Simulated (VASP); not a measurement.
## SiSnSeS2: single point with PBE

The system is SiSnSeS2.

```
CELL_PARAMETERS angstrom
4.21985 0.00000 0.00000
0.00000 4.21985 0.00000
0.00000 0.00000 12.30673
ATOMIC_POSITIONS crystal
Si 0.00000 0.00000 0.50000
Si 0.50000 0.50000 0.50000
Sn 0.00000 0.50000 0.88755
Sn 0.50000 0.00000 0.11245
Se 0.50000 0.00000 0.60975
Se 0.00000 0.50000 0.39025
S 0.50000 0.00000 0.88732
S 0.00000 0.50000 0.11268
S 0.00000 0.50000 0.65992
S 0.50000 0.00000 0.34008
```

The cell was generated, and may not be a known phase.

| Quantity | Value |
| --- | --- |
| Program | VASP 6.6.1 |
| Task | single point |
| Functional | PBE |
| Potentials or basis | VASP PAW PBE potentials, release 64 (Si, Sn_d, Se, S) |
| Cutoff | 500 eV |
| k mesh | 3 × 3 × 1 |
| Occupations | gaussian, width 0.15 eV |
| Spin | no spin polarisation |

- Pressure: 0.0 GPa
- Largest force: 0.039 eV/Å
- Band gap on the k mesh: zero (bands 36 and 37 overlap by 0.26 eV)

Forces in eV/Å, atoms in the order of the input:
```
Si   0.000  0.000  0.000
Si   0.000  0.000  0.000
Sn   0.000  0.000  0.007
Sn   0.000  0.000 -0.007
Se   0.000  0.000  0.039
Se   0.000  0.000 -0.039
S    0.000  0.000 -0.011
S    0.000  0.000  0.011
S    0.000  0.000  0.001
S    0.000  0.000 -0.001
```

Stress tensor (GPa, compression positive):
```
-0.09  0.00  0.00
 0.00 -0.09  0.00
 0.00  0.00  0.08
```

Levels at points of the mesh, in eV from the Fermi level:
```tsv
k point	band 33	band 34	band 35	band 36	band 37	band 38	band 39	band 40
(0.00, 0.00, 0.00)	-0.76	-0.54	-0.35	-0.28	-0.28	0.08	1.22	2.67
```

Run time: 48 s on 1 thread of Intel Xeon 8259CL, with other jobs on the host, peak memory 0.29 GiB.

Caveat: the k points lie up to 0.51 Å⁻¹ apart; semilocal functionals underestimate gaps, and a narrow one can read as zero; spin-orbit coupling is left out, which moves the levels of the heavy elements.
